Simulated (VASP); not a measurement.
# Be2C (Fm-3m) in VASP: notebook

Runs on Be2C. Level: r2SCAN. Tasks: single point, relaxation of cell and atoms.

All numbers are computed with VASP 6.6.1; they aren't measurements. Logs are shortened: lines on timing, memory, paths and dates and some standing lists are left out, and cuts for length are marked.

## (1) The cell of the first run

The structure is cubic, space group Fm-3m (No. 225). The conventional cell has a = 4.321 Å, b = 4.321 Å, c = 4.321 Å, α = 90.00°, β = 90.00°, γ = 90.00°. Within 2.5 Å of Be (site symmetry -43m) lie 4 C at 1.87 Å and 6 Be at 2.16 Å. Within 2.5 Å of C (site symmetry m-3m) lie 8 Be at 1.87 Å.

## (2) Single point, r2SCAN

Contents of POSCAR:

```
Be2C
1.0
    2.1604635405      2.1604635405      0.0000000000
   -2.1604635405      2.1604635405      0.0000000000
    0.0000000000      2.1604635405      2.1604635405
Be C
2 1
Direct
    0.2500000000      0.7500000000      0.5000000000
    0.7500000000      0.2500000000      0.5000000000
    0.0000000000      0.0000000000      0.0000000000
```

Contents of INCAR.step1:

```
ALGO = Normal
EDIFF = 1E-5
ENCUT = 660
GGA = PE
GGA_COMPAT = False
ISMEAR = -1
LASPH = True
LCHARG = False
LREAL = False
LWAVE = True
NBANDS = 11
NELM = 120
PREC = Accurate
SIGMA = 0.1
```

Contents of INCAR.step2:

```
ALGO = Normal
EDIFF = 1E-6
ENCUT = 660
GGA_COMPAT = False
ISIF = 2
ISMEAR = -1
ISTART = 1
LASPH = True
LCHARG = True
LELF = True
LMIXTAU = True
LREAL = False
LVHAR = True
LWAVE = False
METAGGA = R2SCAN
NBANDS = 11
NELM = 120
PREC = Accurate
SIGMA = 0.1
```

Contents of KPOINTS:

```
k-points
0
Gamma
  14 14 14
```

Potentials or basis: VASP PAW PBE potentials, release 64 (Be, C).

Command:

```
> cat potpaw_PBE.64/Be/POTCAR potpaw_PBE.64/C/POTCAR > POTCAR
> cp INCAR.step1 INCAR
> mpirun -np 1 vasp_std > vasp.out
> cp INCAR.step2 INCAR
> mpirun -np 1 vasp_std > vasp.out
```

OUTCAR:

```text
EDIFF = 1E-6
   ENCUT = 660
   ISIF = 2
   ISMEAR = -1
   ISTART = 1
   LASPH = True
   LREAL = False
   METAGGA = R2SCAN
   NELM = 120
   PREC = Accurate

 ion  position               nearest neighbor table
   1  0.250  0.750  0.500-   3 1.87   3 1.87   3 1.87   3 1.87   2 2.16   2 2.16   2 2.16   2 2.16
                             2 2.16   2 2.16
   2  0.750  0.250  0.500-   3 1.87   3 1.87   3 1.87   3 1.87   1 2.16   1 2.16   1 2.16   1 2.16
                             1 2.16   1 2.16
   3  0.000  0.000  0.000-   2 1.87   1 1.87   2 1.87   1 1.87   1 1.87   2 1.87   1 1.87   2 1.87

  LATTYP: Found a face centered cubic cell.
 ALAT       =     4.3209270810

  Lattice vectors:

 A1 = (   0.0000000000,   2.1604635405,   2.1604635405)
 A2 = (   2.1604635405,   0.0000000000,   2.1604635405)
 A3 = (   2.1604635405,   2.1604635405,   0.0000000000)

Analysis of symmetry for initial positions (statically):
=====================================================================
 Subroutine PRICEL returns:
 Original cell was already a primitive cell.

 Routine SETGRP: Setting up the symmetry group for a
 face centered cubic supercell.

 Subroutine GETGRP returns: Found 48 space group operations
 (whereof 48 operations were pure point group operations)
 out of a pool of 48 trial point group operations.

The static configuration has the point symmetry O_h .

Analysis of symmetry for dynamics (positions and initial velocities):
=====================================================================
 Subroutine PRICEL returns:
 Original cell was already a primitive cell.

 Routine SETGRP: Setting up the symmetry group for a
 face centered cubic supercell.

 Subroutine GETGRP returns: Found 48 space group operations
 (whereof 48 operations were pure point group operations)
 out of a pool of 48 trial point group operations.

The dynamic configuration has the point symmetry O_h .

 Subroutine INISYM returns: Found 48 space group operations
 (whereof 48 operations are pure point group operations),
 and found     1 'primitive' translations

----------------------------------------------------------------------------------------

                                     Primitive cell

  volume of cell :      20.1684

  direct lattice vectors                    reciprocal lattice vectors
     2.160463540  2.160463540  0.000000000     0.231431816  0.231431816 -0.231431816
    -2.160463540  2.160463540  0.000000000    -0.231431816  0.231431816 -0.231431816
     0.000000000  2.160463540  2.160463540     0.000000000  0.000000000  0.462863631

  length of vectors
     3.055356840  3.055356840  3.055356840     0.400851663  0.400851663  0.462863631

  position of ions in fractional coordinates (direct lattice)
     0.250000000  0.750000000  0.500000000
     0.750000000  0.250000000  0.500000000
     0.000000000  0.000000000  0.000000000

  ion indices of the primitive-cell ions
   primitive index   ion index
                 1           1
                 2           2
                 3           3

----------------------------------------------------------------------------------------

 KPOINTS: k-points

Automatic generation of k-mesh.
 Grid dimensions read from file:
 generate k-points for:   14   14   14

 Generating k-lattice:

  Cartesian coordinates                     Fractional coordinates (reciprocal lattice)
     0.016530844  0.016530844 -0.016530844     0.071428571  0.000000000  0.000000000
    -0.016530844  0.016530844 -0.016530844     0.000000000  0.071428571  0.000000000
     0.000000000  0.000000000  0.033061688     0.000000000  0.000000000  0.071428571

  Length of vectors
     0.028632262  0.028632262  0.033061688

  Shift w.r.t. Gamma in fractional coordinates (k-lattice)
     0.000000000  0.000000000  0.000000000

 Subroutine IBZKPT returns following result:
 ===========================================

 Found    104 irreducible k-points:

 Following reciprocal coordinates:
            Coordinates               Weight
  0.000000  0.000000  0.000000      1.000000
  0.071429  0.000000  0.000000      8.000000
  0.142857  0.000000  0.000000      8.000000
  0.214286  0.000000  0.000000      8.000000
  0.285714  0.000000  0.000000      8.000000
  0.357143  0.000000  0.000000      8.000000
[... 16 lines left out ...]
  0.214286  0.142857  0.000000     24.000000
  0.285714  0.142857  0.000000     24.000000
 [... further k-points ...]
   k-points           NKPTS =    104   k-points in BZ     NKDIM =    104   number of bands    NBANDS=     11
   number of dos      NEDOS =    301   number of ions     NIONS =      3
   total plane-waves  NPLWV =  21952
   dimension x,y,z NGX =    28 NGY =   28 NGZ =   28
   dimension x,y,z NGXF=    56 NGYF=   56 NGZF=   56
   ions per type =               2   1
   NGX,Y,Z   is equivalent  to a cutoff of  15.24, 15.24, 15.24 a.u.
   NGXF,Y,Z  is equivalent  to a cutoff of  30.47, 30.47, 30.47 a.u.
 SYSTEM =  unknown system
   PREC   = accura    normal or accurate (medium, high low for compatibility)
   ISTART =      1    job   : 0-new  1-cont  2-samecut
   ICHARG =      0    charge: 1-file 2-atom 10-const
   ISPIN  =      1    spin polarized calculation?
   LNONCOLLINEAR =      F non collinear calculations
   LSORBIT =      F    spin-orbit coupling
   LASPH  =      T    aspherical Exc in radial PAW
   ENCUT  =  660.0 eV  48.51 Ry    6.96 a.u.   6.40  6.40  6.40*2*pi/ulx,y,z
   NELM   =    120;   NELMIN=  2; NELMDL=  0     # of ELM steps
   EDIFF  = 0.1E-05   stopping-criterion for ELM
   LREAL  =      F    real-space projection
   EDIFFG = 0.1E-04   stopping-criterion for IOM
   NSW    =      0    number of steps for IOM
   IBRION =     -1    ionic relax: 0-MD 1-quasi-New 2-CG
   NFREE  =      0    steps in history (QN), initial steepest desc. (CG)
   ISIF   =      2    stress and relaxation
   ISYM   =      2    0-nonsym 1-usesym 2-fastsym
   POTIM  = 0.5000    time-step for ionic-motion
   TEBEG  =    0.0;   TEEND  =   0.0 temperature during run
   PSTRESS=    0.0 pullay stress
   NELECT =       8.0000    total number of electrons
   NUPDOWN=      -1.0000    fix difference up-down
   EMIN   =  10.00;   EMAX   =-10.00  energy-range for DOS
   EFERMI =   0.00;   METHOD = LEGACY
   ISMEAR =    -1;   SIGMA  =   0.10  broadening in eV -4-tet -1-fermi 0-gaus
   EFERMI_NEDOS =   21; number of points for ismear=-14 and -15
   IALGO  =     38    algorithm
   IMIX   =      4    mixing-type and parameters
     AMIX     =   0.40;   BMIX     =  1.00
     AMIX_MAG =   1.60;   BMIX_MAG =  1.00
  volume/ion in A,a.u.               =       6.72        45.37
  Fermi-wavevector in a.u.,A,eV,Ry     =   1.202859  2.273073 19.685843  1.446869
  Thomas-Fermi vector in A             =   2.338628
   LORBIT       =      0    0 simple, 1 ext, 2 COOP (PROOUT), +10 PAW based schemes
   METAGGA = R2SCAN    functional components
   LHFCALC =     F    Hartree Fock is set to
   AEXX    =    0.0000 exact exchange contribution
   IVDW    =     0    specifies the selected vdW correction
   LEPSILON=     F    determine dielectric tensor
   LRPA    =     F    only Hartree local field effects (RPA)
 non-spin polarized calculation
  energy-cutoff  :      660.00
  volume of cell :       20.17
 maximum number of plane-waves:       793
 NGX is ok and might be reduce to    28
   NGX = 13   NGY = 13   NGZ = 13

 number of electron       8.0000000 magnetization

 Free energy of the ion-electron system (eV)
  ---------------------------------------------------
  ext. energy  EPLUGINS =         0.00000000
  ---------------------------------------------------
  free energy    TOTEN  =       -19.47593688 eV

  energy without entropy =      -19.47593235  energy(sigma->0) =      -19.47593461

 E-fermi :   8.5841     XC(G=0): -12.0468

 val. band max:        7.7699535367   @ k =   0.0000   0.0000   0.0000
 cond. band min:       9.2962745151   @ k =   0.5000   0.5000   0.0000
 fundamental gap:      1.5263209784
 Fermi energy:         8.5840883279

 k-point     1 :       0.0000    0.0000    0.0000
  band No.  band energies     occupation
      1      -8.2090      2.00000
      2       7.7700      1.99942
      3       7.7700      1.99942
      4       7.7700      1.99942
      5      12.3986      0.00000
      6      12.3986      0.00000
      7      12.3986      0.00000
      8      15.2340      0.00000
      9      22.1973      0.00000
     10      22.1973      0.00000
     11      22.1973      0.00000

 k-point     2 :       0.0714    0.0000    0.0000
  band No.  band energies     occupation
      1      -8.1230      2.00000
      2       6.9957      2.00000
      3       7.6009      1.99989
      4       7.6009      1.99989
      5      12.6515      0.00000
      6      12.6515      0.00000
      7      12.9172      0.00000
      8      15.4457      0.00000
      9      21.3663      0.00000
     10      21.3663      0.00000
     11      22.3889      0.00000

 k-point     3 :       0.1429    0.0000    0.0000
  band No.  band energies     occupation
      1      -7.8665      2.00000
      2       5.3837      2.00000
      3       7.2072      2.00000
      4       7.2072      2.00000
      5      13.2257      0.00000
      6      13.2257      0.00000
      7      13.7234      0.00000
      8      16.0789      0.00000
      9      20.2839      0.00000
     10      20.2839      0.00000
     11      22.9564      0.00000
[... 267 lines left out ...]
 k-point    23 :       0.2143    0.1429    0.0000
  band No.  band energies     occupation
      1      -6.7964      2.00000
      2       2.4729      2.00000
      3       4.4665      2.00000
      4       6.7353      2.00000
      5      14.2874      0.00000
      6      14.3183      0.00000
      7      15.8440      0.00000
      8      16.8368      0.00000
      9      17.7701      0.00000
     10      23.5306      0.00000
     11      25.1251      0.00000

 k-point    24 :       0.2857    0.1429    0.0000
  band No.  band energies     occupation
      1      -6.1672      2.00000
      2       1.0038      2.00000
      3       4.2421      2.00000
      4       6.1982      2.00000
      5      13.9414      0.00000
      6      14.5581      0.00000
      7      16.0586      0.00000
      8      17.9827      0.00000
      9      18.6737      0.00000
     10      23.9320      0.00000
     11      25.7550      0.00000

 [... further k-points ...]
[... 5 lines left out ...]
  --------------------------------------------------------------------------------------
  -------------------------------------------------------------------------------------
  Total        0.1042402      0.1042402      0.1042402      0.0000000      0.0000000     -0.0000000
  in kB        8.2808492      8.2808492      8.2808492      0.0000000      0.0000000     -0.0000000
  external PRESSURE =       8.2808492 kB  Pullay stress =       0.0000000 kB

 VOLUME and BASIS-vectors are now :
 -----------------------------------------------------------------------------
  energy-cutoff  :      660.00
  volume of cell :       20.17
      direct lattice vectors                 reciprocal lattice vectors
     2.160463540  2.160463540  0.000000000     0.231431816  0.231431816 -0.231431816
    -2.160463540  2.160463540  0.000000000    -0.231431816  0.231431816 -0.231431816
     0.000000000  2.160463540  2.160463540     0.000000000  0.000000000  0.462863631

 POSITION                                       TOTAL-FORCE (eV/Angst)
 -----------------------------------------------------------------------------------
     -1.08023      3.24070      1.08023        -0.000000     -0.000000      0.000000
      1.08023      3.24070      1.08023         0.000000      0.000000     -0.000000
      0.00000      0.00000      0.00000         0.000000      0.000000      0.000000
 -----------------------------------------------------------------------------------
    total drift:                                0.000000      0.000000     -0.000000

  FREE ENERGIE OF THE ION-ELECTRON SYSTEM (eV)
  ---------------------------------------------------
  free  energy   TOTEN  =       -19.4759368766 eV

  energy  without entropy=      -19.4759323516  energy(sigma->0) =      -19.47593461
```

Run time: 89 s. Hardware: 1 thread of Intel Xeon Platinum 8375C at 2.90GHz (Ice Lake), shared host; peak memory 0.17 GiB.

Results:

| Quantity | Value |
| --- | --- |
| Free energy | -19.4759 eV |
| Pressure | 0.8 GPa |
| Band gap on the k mesh | 1.53 eV, indirect (least direct gap 4.63 eV) |

Caveat: the PAW data sets were made with another functional, which shifts forces and pressure a little. r2SCAN opens gaps a little over a GGA but as a rule still falls short of measured ones.

## (3) Relaxation of cell and atoms, r2SCAN

This run uses another cell than the first one, of 6.77 Å³/atom, 1.006 times its volume.

Contents of POSCAR:

```
Be2C
1.0
    2.1650000000      2.1650000000      0.0000000000
   -2.1650000000      2.1650000000      0.0000000000
    0.0000000000      2.1650000000      2.1650000000
Be C
2 1
Direct
    0.2500000000      0.7500000000      0.5000000000
    0.7500000000      0.2500000000      0.5000000000
    0.0000000000      0.0000000000      0.0000000000
```

Contents of INCAR.step1:

```
SYSTEM = Be2C
  ALGO = Normal
  EDIFF = 1E-5
  EDIFFG = -0.005
  ENCUT = 660
  GGA = PE
  GGA_COMPAT = .FALSE.
  IBRION = 2
  ISIF = 3
  ISMEAR = -1
  LASPH = .TRUE.
  LCHARG = .FALSE.
  LREAL = .FALSE.
  LWAVE = .TRUE.
  NELM = 120
  NELMIN = 4
  NSW = 100
  PREC = Accurate
  SIGMA = 0.1
```

Contents of INCAR.step2:

```
SYSTEM = Be2C
  ALGO = Normal
  EDIFF = 1E-7
  EDIFFG = -0.002
  ENCUT = 660
  GGA_COMPAT = .FALSE.
  IBRION = 2
  ISIF = 3
  ISMEAR = -1
  ISTART = 1
  LASPH = .TRUE.
  LCHARG = .FALSE.
  LMIXTAU = .TRUE.
  LREAL = .FALSE.
  LWAVE = .FALSE.
  METAGGA = R2SCAN
  NELM = 120
  NELMIN = 4
  NSW = 100
  PREC = Accurate
  SIGMA = 0.1
```

Contents of KPOINTS:

```
k-points
0
G
  14 14 14
  0 0 0
```

Potentials or basis: VASP PAW PBE potentials, release 64 (Be, C).

Command:

```
> cat potpaw_PBE.64/Be/POTCAR potpaw_PBE.64/C/POTCAR > POTCAR
> cp INCAR.step1 INCAR
> mpirun -np 1 vasp_std > vasp.out
> cp INCAR.step2 INCAR
> mpirun -np 1 vasp_std > vasp.out
```

Run time: 2.8 min. Hardware: 1 thread of Intel Xeon Platinum 8375C at 2.90GHz (Ice Lake), shared host; peak memory 0.17 GiB.

The run converged. Its results:

| Item | Value |
| --- | --- |
| Free energy | -19.4763 eV |
| Relaxed volume | 6.75 Å³/atom |
| Relaxed cell | a = 3.059 Å, b = 3.059 Å, c = 3.059 Å, α = 60.00°, β = 60.00°, γ = 90.00° |
| Space group after relaxing (to 0.05 Å) | Fm-3m (No. 225) |
| Energy gained by relaxing | 0.0 meV/atom |
| Ionic steps | 3 |
| Pressure after relaxing | 0.0 GPa |
| Band gap on the k mesh | 1.52 eV, indirect (least direct gap 4.62 eV) |

Final structure:
```yaml
crystal:
  lattice:
    - [2.16331, 2.16331, 0.00000]
    - [-2.16331, 2.16331, 0.00000]
    - [0.00000, 2.16331, 2.16331]
  atoms:
    - { symbol: Be, position: [0.25000, 0.75000, 0.50000] }
    - { symbol: Be, position: [0.75000, 0.25000, 0.50000] }
    - { symbol: C, position: [0.00000, 0.00000, 0.00000] }
```

Levels at points of the mesh, in eV from the valence-band top:
```tsv
k point	band 2	band 3	band 4	band 5	band 6	band 7
(0.00, 0.00, 0.00)	0.00	0.00	0.00	4.62	4.62	4.62
(0.50, 0.00, 0.00)	-9.08	-1.90	-1.90	5.54	5.54	7.58
(0.50, 0.50, 0.00)	-7.13	-4.92	-4.92	1.52	6.18	14.41
```

Caveat: the PAW data sets were made with another functional, which shifts forces and pressure a little.
